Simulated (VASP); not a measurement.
Crystal: Ag.

```
Ag
1.0
     2.64104    0.00000    0.00000
     0.00000    2.64104    0.00000
     0.00000    0.00000    2.64104
Ag
1
Direct
  0.00000 0.00000 0.00000
```

| Item | Value |
| --- | --- |
| Program | VASP 6.6.1 |
| Task | relaxation of cell and atoms |
| Functional | RPBE |
| Potentials or basis | VASP PAW PBE potentials, release 64 (Ag) |
| Cutoff | 500 eV |
| k mesh | 12 × 12 × 12 |
| Occupations | fermi-dirac, width 0.1 eV |
| Spin | no spin polarisation |

At the start: pressure 15.2 GPa; volume 18.42 Å³/atom.

Q: How do energy, volume and symmetry change on relaxing?

A: Over 4 steps the energy falls by 137.5 meV/atom and the volume is 21.96 Å³/atom (+19.2 %); space group Pm-3m (No. 221, to 0.05 Å).

The path:
```csv
step,energy change (eV),largest force (eV/Å),pressure (GPa),volume (Å³)
1,0.0000,0.0000,15.18,18.42
2,-0.1224,0.0000,-2.94,23.48
3,-0.1375,0.0000,0.15,21.89
4,-0.1375,0.0000,-0.03,21.96
```

Final structure:
```yaml
crystal:
  lattice:
    - [2.80041, 0.00000, 0.00000]
    - [0.00000, 2.80041, 0.00000]
    - [0.00000, 0.00000, 2.80041]
  atoms:
    - { symbol: Ag, position: [0.00000, 0.00000, 0.00000] }
```

Caveat: the volume moved by over 15 % at a fixed basis, so the end points are rough; the PAW data sets were made with another functional, which shifts forces and pressure a little.
